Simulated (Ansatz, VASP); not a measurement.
**SiC in VASP and in Ansatz**

```
Si C
1.0
     0.52992    2.46866    2.46866
     2.46866    0.52992    2.46866
     2.46866    2.46866    0.52992
Si C
1 1
Cartesian
  0.0000 0.0000 0.0000
  4.1004 4.1004 4.1004
```

Alike in both runs: task single point; functional LDA; k mesh 12 × 12 × 12; occupations gaussian, width 0.05 eV; no spin polarisation.

|  | VASP | Ansatz |
| --- | --- | --- |
| version | VASP 6.6.1 | Ansatz 0.2.0 |
| potentials or method | VASP PAW LDA potentials, release 64 (Si, C), cutoff 520 eV | scalar-relativistic, plane waves, PAW |
| valence electrons in the cell | 8 | 8 |

|  | VASP | Ansatz | Ansatz less VASP |
| --- | --- | --- | --- |
| gap on the k mesh at the Fermi level (eV) | none | none | - |
| pressure (GPa) | 26.5 | 26.0 | -0.48 |
| traceless stress, the component that is largest in VASP (GPa) | -42.14 | -42.01 | +0.133 |
| rms of the force components (eV/Å) | 0.000 | 0.029 | +0.0289 |

LDA's correlation is that of Perdew and Zunger in VASP and of Perdew and Wang (1992) in Ansatz. Atom by atom the forces differ by 0.029 eV/Å (rms over components). A gap of «none» marks a metal or a gap that the smearing closes.
